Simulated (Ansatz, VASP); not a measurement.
# BN in VASP and in Ansatz

INCAR

```
  PREC = Accurate
  ENCUT = 520
  EDIFF = 1E-6
  ISMEAR = -1
  SIGMA = 0.05
  LREAL = False
  LASPH = True
  NELM = 60
  ALGO = Normal
  ISIF = 2
  LWAVE = False
  LCHARG = False
  GGA = CA
  NBANDS = 16
```

File KPOINTS:

```
regular mesh
0
Gamma
  7 7 3
```

Contents of POSCAR:

```
BN
1.0
    2.4982400000      0.0000000000      0.0000000000
   -1.2491200000      2.1635393048      0.0000000000
    0.0000000000      0.0000000000      6.6357000000
N B
2 2
Direct
    0.6666666667      0.3333333333      0.2500000000
    0.3333333333      0.6666666667      0.7500000000
    0.6666666667      0.3333333333      0.7500000000
    0.3333333333      0.6666666667      0.2500000000
```

The input input.yaml:

```yaml
crystal:
  lattice:
    - [2.49824, 0.0, 0.0]
    - [-1.24912, 2.1635393048, 0.0]
    - [0.0, 0.0, 6.6357]
  atoms:
    - { symbol: "N", position: [0.6666666667, 0.3333333333, 0.25] }
    - { symbol: "N", position: [0.3333333333, 0.6666666667, 0.75] }
    - { symbol: B, position: [0.6666666667, 0.3333333333, 0.75] }
    - { symbol: B, position: [0.3333333333, 0.6666666667, 0.25] }
hamiltonian:
  xc: lda
  pseudopotentials: { kind: paw }
kpoints:
  mp_grid: { grid: [7, 7, 3] }
scf:
  occupations: { method: fermi_dirac, width: 0.05 }
  n_extra_bands: 10
output:
  forces: true
  stress: true
  eigenvalues: true
  dos: { projected: true, de: 0.05, nscf_kmesh: { grid: [11, 11, 5] } }
  write_density: true
  write_potential: true
  elf: true
  volumetric_format: npy
```

Alike in both runs: functional LDA; k mesh 7 × 7 × 3; occupations fermi-dirac, width 0.05 eV; no spin polarisation.

```csv
,VASP,Ansatz
version,VASP 6.6.1,Ansatz 0.2.0
potentials or method,"VASP PAW LDA potentials, release 64 (N, B)",Ansatz PAW
plane-wave cutoff (eV),520,420
valence electrons in the cell,16,16
task,single point,projected density of states
```

|  | VASP | Ansatz | Ansatz less VASP |
| --- | --- | --- | --- |
| gap on the k mesh at the Fermi level (eV) | 4.30 | 4.32 | +0.015 |
| least direct gap on the mesh (eV) | 4.52 | 4.53 | +0.014 |
| pressure (GPa) | -2.5 | -2.9 | -0.43 |
| traceless stress, the component that is largest in VASP (GPa) | 1.77 | 2.41 | +0.636 |

LDA's correlation is that of Perdew and Zunger in VASP and of Perdew and Wang (1992) in Ansatz.

Noted on Ansatz's run: odd divisions of the mesh miss points on the zone boundary, where band edges often lie, so the gap on the mesh can be too wide.
